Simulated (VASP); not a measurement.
# BaS (Pm-3m) in VASP: a series of runs

Aim: see how the results for BaS move with the level of theory and the settings. Levels: PBE, LDA, r2SCAN. Tasks: single point.

Everything below comes from runs of VASP 6.6.1. Logs are shortened: lines on timing, memory, paths and dates and some standing lists are left out, and cuts for length are marked.

**1. The cell of the first run**

The structure is cubic, space group Pm-3m (No. 221). The conventional cell has a = 3.834 Å, b = 3.834 Å, c = 3.834 Å, α = 90.00°, β = 90.00°, γ = 90.00°. Ba (site symmetry m-3m) has 8 S at 3.32 Å and 6 Ba at 3.83 Å within 4.4 Å. S (site symmetry m-3m) has 8 Ba at 3.32 Å and 6 S at 3.83 Å within 4.4 Å.

**2. Single point, PBE**

Input file INCAR:

```
ALGO     = Normal         # electronic algorithm
EDIFF    = 1E-6           # SCF threshold, eV
ENCUT    = 520            # plane-wave cutoff, eV
GGA      = PE             # functional
ISIF     = 2              # what is computed and relaxed
ISMEAR   = 0              # smearing method
LASPH    = True           # aspherical terms in the spheres
LCHARG   = False          # write CHGCAR
LREAL    = False          # projectors in reciprocal space
LWAVE    = False          # write WAVECAR
NBANDS   = 15             # bands
NELM     = 80             # most SCF steps
PREC     = Accurate       # precision mode
SIGMA    = 0.01           # smearing width, eV
```

Input file KPOINTS:

```
k-points
0
Gamma
  4 4 4
```

Input file POSCAR:

```
BaS
1.0
    3.8337582644      0.0000000000      0.0000000000
    0.0000000000      3.8337582644      0.0000000000
    0.0000000000      0.0000000000      3.8337582644
Ba S
1 1
Direct
    0.0000000000      0.0000000000      0.0000000000
    0.5000000000      0.5000000000      0.5000000000
```

Potentials or basis: VASP PAW PBE potentials, release 64 (Ba_sv, S).

Started as:

```sh
$ cat potpaw_PBE.64/Ba_sv/POTCAR potpaw_PBE.64/S/POTCAR > POTCAR
$ mpirun -np 1 vasp_std > vasp.out
```

OUTCAR:

```text
EDIFF = 1E-6
   ENCUT = 520
   GGA = PE
   ISIF = 2
   ISMEAR = 0
   LASPH = True
   LREAL = False
   NELM = 80
   PREC = Accurate

 ion  position               nearest neighbor table
   1  0.000  0.000  0.000-   2 3.32   2 3.32   2 3.32   2 3.32   2 3.32   2 3.32   2 3.32   2 3.32

   2  0.500  0.500  0.500-   1 3.32   1 3.32   1 3.32   1 3.32   1 3.32   1 3.32   1 3.32   1 3.32

  LATTYP: Found a simple cubic cell.
 ALAT       =     3.8337582644

  Lattice vectors:

 A1 = (   3.8337582644,   0.0000000000,   0.0000000000)
 A2 = (   0.0000000000,   3.8337582644,   0.0000000000)
 A3 = (   0.0000000000,   0.0000000000,   3.8337582644)

Analysis of symmetry for initial positions (statically):
=====================================================================
 Subroutine PRICEL returns:
 Original cell was already a primitive cell.

 Routine SETGRP: Setting up the symmetry group for a
 simple cubic supercell.

 Subroutine GETGRP returns: Found 48 space group operations
 (whereof 48 operations were pure point group operations)
 out of a pool of 48 trial point group operations.

The static configuration has the point symmetry O_h .

Analysis of symmetry for dynamics (positions and initial velocities):
=====================================================================
 Subroutine PRICEL returns:
 Original cell was already a primitive cell.

 Routine SETGRP: Setting up the symmetry group for a
 simple cubic supercell.

 Subroutine GETGRP returns: Found 48 space group operations
 (whereof 48 operations were pure point group operations)
 out of a pool of 48 trial point group operations.

The dynamic configuration has the point symmetry O_h .

 Subroutine INISYM returns: Found 48 space group operations
 (whereof 48 operations are pure point group operations),
 and found     1 'primitive' translations

----------------------------------------------------------------------------------------

                                     Primitive cell

  volume of cell :      56.3474

  direct lattice vectors                    reciprocal lattice vectors
     3.833758264  0.000000000  0.000000000     0.260840651  0.000000000  0.000000000
     0.000000000  3.833758264  0.000000000     0.000000000  0.260840651  0.000000000
     0.000000000  0.000000000  3.833758264     0.000000000  0.000000000  0.260840651

  length of vectors
     3.833758264  3.833758264  3.833758264     0.260840651  0.260840651  0.260840651

  position of ions in fractional coordinates (direct lattice)
     0.000000000  0.000000000  0.000000000
     0.500000000  0.500000000  0.500000000

  ion indices of the primitive-cell ions
[... 73 lines left out ...]
   EMIN   =  10.00;   EMAX   =-10.00  energy-range for DOS
   EFERMI =   0.00;   METHOD = LEGACY
   ISMEAR =     0;   SIGMA  =   0.01  broadening in eV -4-tet -1-fermi 0-gaus
   EFERMI_NEDOS =   21; number of points for ismear=-14 and -15
   IALGO  =     38    algorithm
   IMIX   =      4    mixing-type and parameters
     AMIX     =   0.40;   BMIX     =  1.00
     AMIX_MAG =   1.60;   BMIX_MAG =  1.00
  volume/ion in A,a.u.               =      28.17       190.13
  Fermi-wavevector in a.u.,A,eV,Ry     =   1.076028  2.033397 15.753309  1.157836
  Thomas-Fermi vector in A             =   2.211901
   LORBIT       =      0    0 simple, 1 ext, 2 COOP (PROOUT), +10 PAW based schemes
   GGA     = PE    functional components
   LHFCALC =     F    Hartree Fock is set to
   AEXX    =    0.0000 exact exchange contribution
   IVDW    =     0    specifies the selected vdW correction
   LEPSILON=     F    determine dielectric tensor
   LRPA    =     F    only Hartree local field effects (RPA)
 non-spin polarized calculation
 Gauss-broadening in eV      SIGMA  =   0.01
  energy-cutoff  :      520.00
  volume of cell :       56.35
 maximum number of plane-waves:      1568
 NGX is ok and might be reduce to    30
   NGX = 15   NGY = 15   NGZ = 15

 number of electron      15.9999997 magnetization

 Free energy of the ion-electron system (eV)
  ---------------------------------------------------
  ext. energy  EPLUGINS =         0.00000000
  ---------------------------------------------------
  free energy    TOTEN  =        -9.73083644 eV

  energy without entropy =       -9.73083644  energy(sigma->0) =       -9.73083644

 E-fermi :   3.1091     XC(G=0):  -9.4022

 val. band max:        3.0480314972   @ k =   0.5000   0.5000   0.0000
 cond. band min:       4.4694739840   @ k =   0.0000   0.0000   0.0000
 fundamental gap:      1.4214424868
 Fermi energy:         3.1090989229

 k-point     1 :       0.0000    0.0000    0.0000
  band No.  band energies     occupation
      1     -24.1214      2.00000
      2      -8.9185      2.00000
      3      -8.9185      2.00000
      4      -8.9185      2.00000
      5      -8.0212      2.00000
      6       2.9374      2.00000
      7       2.9374      2.00000
      8       2.9374      2.00000
      9       4.4695      0.00000
     10       4.4695      0.00000
     11       6.8906      0.00000
     12       9.5794      0.00000
     13       9.5794      0.00000
     14       9.5794      0.00000
[... 149 lines left out ...]
      2      -9.5439      2.00000
      3      -9.5439      2.00000
      4      -9.5439      2.00000
      5      -7.2182      2.00000
      6       0.2621      2.00000
      7       0.2621      2.00000
      8       0.2621      2.00000
      9      10.3689      0.00000
     10      10.3689      0.00000
     11      10.3689      0.00000
     12      10.8201      0.00000
     13      10.8201      0.00000
     14      10.8201      0.00000
     15      12.0958      0.00000

------------------------ aborting loop because EDIFF is reached ----------------------------------------

  FORCE on cell =-STRESS in cart. coord.  units (eV):
  Direction    XX          YY          ZZ          XY          YZ          ZX
  --------------------------------------------------------------------------------------
  -------------------------------------------------------------------------------------
  Total        0.4502760      0.4502760      0.4502760      0.0000000      0.0000000     -0.0000000
  in kB       12.8031028     12.8031028     12.8031028      0.0000000      0.0000000     -0.0000000
  external PRESSURE =      12.8031028 kB  Pullay stress =       0.0000000 kB

 VOLUME and BASIS-vectors are now :
 -----------------------------------------------------------------------------
  energy-cutoff  :      520.00
  volume of cell :       56.35
      direct lattice vectors                 reciprocal lattice vectors
     3.833758264  0.000000000  0.000000000     0.260840651  0.000000000  0.000000000
     0.000000000  3.833758264  0.000000000     0.000000000  0.260840651  0.000000000
     0.000000000  0.000000000  3.833758264     0.000000000  0.000000000  0.260840651

 POSITION                                       TOTAL-FORCE (eV/Angst)
 -----------------------------------------------------------------------------------
      0.00000      0.00000      0.00000         0.000000      0.000000      0.000000
      1.91688      1.91688      1.91688         0.000000      0.000000      0.000000
 -----------------------------------------------------------------------------------
    total drift:                                0.000000     -0.000000     -0.000000

  FREE ENERGIE OF THE ION-ELECTRON SYSTEM (eV)
  ---------------------------------------------------
  free  energy   TOTEN  =        -9.7308364386 eV

  energy  without entropy=       -9.7308364386  energy(sigma->0) =       -9.73083644
```

stdout:

```text
POSCAR found type information on POSCAR BaS
 POSCAR found :  2 types and       2 ions
 scaLAPACK will be used
 LDA part: xc-table for (Slater+PW92), standard interpolation
 POSCAR, INCAR and KPOINTS ok, starting setup
 FFT: planning ... GRIDC
 FFT: planning ... GRID_SOFT
 FFT: planning ... GRID
 WAVECAR not read
 entering main loop
```

Run time: 4.8 s. Hardware: 1 thread of Intel Xeon 6975P-C (Granite Rapids), shared host; peak memory 0.16 GiB.

Results:

| Property | Result |
| --- | --- |
| Free energy | -9.7308 eV |
| Pressure | 1.3 GPa |
| Band gap on the k mesh | 1.42 eV, indirect (least direct gap 1.53 eV) |

Levels at points of the mesh, in eV from the valence-band top:
```
           k point  band 4  band 5  band 6  band 7  band 8  band 9  band 10  band 11  band 12  band 13
(0.00, 0.00, 0.00)  -11.97  -11.07   -0.11   -0.11   -0.11    1.42     1.42     3.84     6.53     6.53
(0.50, 0.00, 0.00)  -11.84   -9.85   -2.92   -0.74   -0.74    2.45     6.07     6.49     7.01     7.01
(0.50, 0.50, 0.00)  -11.75  -10.65   -1.37   -1.37    0.00    2.19     3.33     4.32     4.32     8.82
(0.50, 0.50, 0.50)  -12.59  -10.27   -2.79   -2.79   -2.79    7.32     7.32     7.32     7.77     7.77
```

Caveat: spin-orbit coupling is left out, which moves the levels of the heavy elements. A k mesh can miss the band edges.

**3. Single point, PBE**

Input file INCAR:

```
SYSTEM = BaS
PREC = Accurate
ENCUT = 520
EDIFF = 1E-6
ISMEAR = 0
SIGMA = 0.01
LREAL = .FALSE.
LASPH = .TRUE.
NELM = 100
ALGO = Normal
ISIF = 2
LWAVE = .FALSE.
LCHARG = .FALSE.
GGA = PE
NBANDS = 15
```

Input file KPOINTS:

```
regular mesh
0
G
  4 4 4
  0 0 0
```

POSCAR is that of step 2.

Potentials or basis: VASP PAW PBE potentials, release 64 (Ba_sv, S).

Started as:

```sh
$ cat potpaw_PBE.64/Ba_sv/POTCAR potpaw_PBE.64/S/POTCAR > POTCAR
$ mpirun -np 1 vasp_std > vasp.out
```

It took 4.7 s on 1 thread of Intel Xeon 6975P-C (Granite Rapids), shared host; peak memory 0.16 GiB.

It converged, with:

* Free energy: -9.7308 eV
* Pressure: 1.3 GPa
* Band gap on the k mesh: 1.42 eV, indirect (least direct gap 1.53 eV)

Levels at points of the mesh, in eV from the valence-band top:
| k point | band 6 | band 7 | band 8 | band 9 | band 10 | band 11 |
| --- | --- | --- | --- | --- | --- | --- |
| (0.00, 0.00, 0.00) | -0.11 | -0.11 | -0.11 | 1.42 | 1.42 | 3.84 |
| (0.50, 0.00, 0.00) | -2.92 | -0.74 | -0.74 | 2.45 | 6.07 | 6.49 |
| (0.50, 0.50, 0.00) | -1.37 | -1.37 | 0.00 | 2.19 | 3.33 | 4.32 |
| (0.50, 0.50, 0.50) | -2.79 | -2.79 | -2.79 | 7.32 | 7.32 | 7.32 |

Caveat: spin-orbit coupling is left out, which moves the levels of the heavy elements.

**4. Single point, LDA**

Input file INCAR:

```
SYSTEM = BaS
PREC = Accurate
ENCUT = 520
EDIFF = 1E-7
ISMEAR = 0
SIGMA = 0.01
LREAL = .FALSE.
LASPH = .TRUE.
NELM = 80
ALGO = Normal
ISIF = 2
LWAVE = .FALSE.
LCHARG = .FALSE.
NBANDS = 15
```

Input file KPOINTS:

```
Automatic mesh
0
G
  4 4 4
  0 0 0
```

POSCAR is that of step 3.

Potentials or basis: VASP PAW LDA potentials, release 64 (Ba_sv, S).

Started as:

```sh
$ cat potpaw_LDA.64/Ba_sv/POTCAR potpaw_LDA.64/S/POTCAR > POTCAR
$ mpirun -np 1 vasp_std > vasp.out
```

OUTCAR:

```text
SYSTEM = BaS
   PREC = Accurate
   ENCUT = 520
   EDIFF = 1E-7
   ISMEAR = 0
   LREAL = .FALSE.
   LASPH = .TRUE.
   NELM = 80
   ISIF = 2

 ion  position               nearest neighbor table
   1  0.000  0.000  0.000-   2 3.32   2 3.32   2 3.32   2 3.32   2 3.32   2 3.32   2 3.32   2 3.32

   2  0.500  0.500  0.500-   1 3.32   1 3.32   1 3.32   1 3.32   1 3.32   1 3.32   1 3.32   1 3.32

  LATTYP: Found a simple cubic cell.
 ALAT       =     3.8337582644

  Lattice vectors:

 A1 = (   3.8337582644,   0.0000000000,   0.0000000000)
 A2 = (   0.0000000000,   3.8337582644,   0.0000000000)
 A3 = (   0.0000000000,   0.0000000000,   3.8337582644)

Analysis of symmetry for initial positions (statically):
=====================================================================
 Subroutine PRICEL returns:
 Original cell was already a primitive cell.

 Routine SETGRP: Setting up the symmetry group for a
 simple cubic supercell.

 Subroutine GETGRP returns: Found 48 space group operations
 (whereof 48 operations were pure point group operations)
 out of a pool of 48 trial point group operations.

The static configuration has the point symmetry O_h .

Analysis of symmetry for dynamics (positions and initial velocities):
[... 161 lines left out ...]
      8       2.7415      2.00000
      9       4.0739      0.00000
     10       4.0739      0.00000
     11       6.4080      0.00000
     12       9.3255      0.00000
     13       9.3255      0.00000
     14       9.3255      0.00000
[... 149 lines left out ...]
      2      -9.7056      2.00000
      3      -9.7056      2.00000
      4      -9.7056      2.00000
      5      -7.3485      2.00000
      6       0.0082      2.00000
      7       0.0082      2.00000
      8       0.0082      2.00000
      9      10.1029      0.00000
     10      10.1029      0.00000
     11      10.1029      0.00000
     12      10.4424      0.00000
     13      10.4424      0.00000
     14      10.4424      0.00000
     15      11.9065      0.00000

------------------------ aborting loop because EDIFF is reached ----------------------------------------

  FORCE on cell =-STRESS in cart. coord.  units (eV):
  Direction    XX          YY          ZZ          XY          YZ          ZX
  --------------------------------------------------------------------------------------
  -------------------------------------------------------------------------------------
  Total       -0.9859469     -0.9859469     -0.9859469      0.0000000      0.0000000      0.0000000
  in kB      -28.0343138    -28.0343138    -28.0343138      0.0000000      0.0000000      0.0000000
  external PRESSURE =     -28.0343138 kB  Pullay stress =       0.0000000 kB

 VOLUME and BASIS-vectors are now :
 -----------------------------------------------------------------------------
  energy-cutoff  :      520.00
  volume of cell :       56.35
      direct lattice vectors                 reciprocal lattice vectors
     3.833758264  0.000000000  0.000000000     0.260840651  0.000000000  0.000000000
     0.000000000  3.833758264  0.000000000     0.000000000  0.260840651  0.000000000
     0.000000000  0.000000000  3.833758264     0.000000000  0.000000000  0.260840651

 POSITION                                       TOTAL-FORCE (eV/Angst)
 -----------------------------------------------------------------------------------
      0.00000      0.00000      0.00000         0.000000      0.000000      0.000000
      1.91688      1.91688      1.91688         0.000000      0.000000      0.000000
 -----------------------------------------------------------------------------------
    total drift:                                0.000000     -0.000000     -0.000000

  FREE ENERGIE OF THE ION-ELECTRON SYSTEM (eV)
  ---------------------------------------------------
  free  energy   TOTEN  =       -10.8278955315 eV

  energy  without entropy=      -10.8278955315  energy(sigma->0) =      -10.82789553
```

OSZICAR:

```text
N       E                     dE             d eps       ncg     rms          rms(c)
DAV:   1     0.748069094559E+02    0.74807E+02   -0.72399E+03   300   0.955E+02
DAV:   2    -0.706097256839E+01   -0.81868E+02   -0.73752E+02   419   0.170E+02
DAV:   3    -0.112121210645E+02   -0.41511E+01   -0.41109E+01   406   0.387E+01
DAV:   4    -0.112920296684E+02   -0.79909E-01   -0.79900E-01   350   0.571E+00
DAV:   5    -0.112951485505E+02   -0.31189E-02   -0.31188E-02   437   0.874E-01    0.489E+00
DAV:   6    -0.108667482351E+02    0.42840E+00   -0.45408E-01   342   0.462E+00    0.350E+00
DAV:   7    -0.108348247864E+02    0.31923E-01   -0.13508E-01   385   0.218E+00    0.164E+00
DAV:   8    -0.108288976164E+02    0.59272E-02   -0.29613E-02   335   0.879E-01    0.152E-01
DAV:   9    -0.108278796017E+02    0.10180E-02   -0.25431E-03   377   0.325E-01    0.953E-02
DAV:  10    -0.108278902714E+02   -0.10670E-04   -0.25154E-04   350   0.109E-01    0.304E-02
DAV:  11    -0.108278959082E+02   -0.56367E-05   -0.46566E-05   349   0.462E-02    0.233E-02
DAV:  12    -0.108278958556E+02    0.52600E-07   -0.21529E-06   370   0.127E-02    0.140E-02
DAV:  13    -0.108278955333E+02    0.32226E-06   -0.66172E-07   370   0.509E-03    0.394E-03
DAV:  14    -0.108278955315E+02    0.18283E-08   -0.40776E-08   206   0.135E-03
   1 F= -.10827896E+02 E0= -.10827896E+02  d E =-.141129E-86
```

stdout:

```text
POSCAR found type information on POSCAR BaS
 POSCAR found :  2 types and       2 ions
 scaLAPACK will be used
 LDA part: xc-table for (Slater(with rela. corr.)+CA(PZ))
 , standard interpolation
 POSCAR, INCAR and KPOINTS ok, starting setup
 FFT: planning ... GRIDC
 FFT: planning ... GRID_SOFT
 FFT: planning ... GRID
 WAVECAR not read
 entering main loop
```

Wall time 3.8 s (1 thread of Intel Xeon 6975P-C (Granite Rapids), shared host); peak memory 0.14 GiB.

What came out:

* Free energy: -10.8279 eV
* Pressure: -2.8 GPa
* Band gap on the k mesh: 1.22 eV, indirect (least direct gap 1.33 eV)

Caveat: spin-orbit coupling is left out, which moves the levels of the heavy elements.

(Part 1 of 2 ends here.)
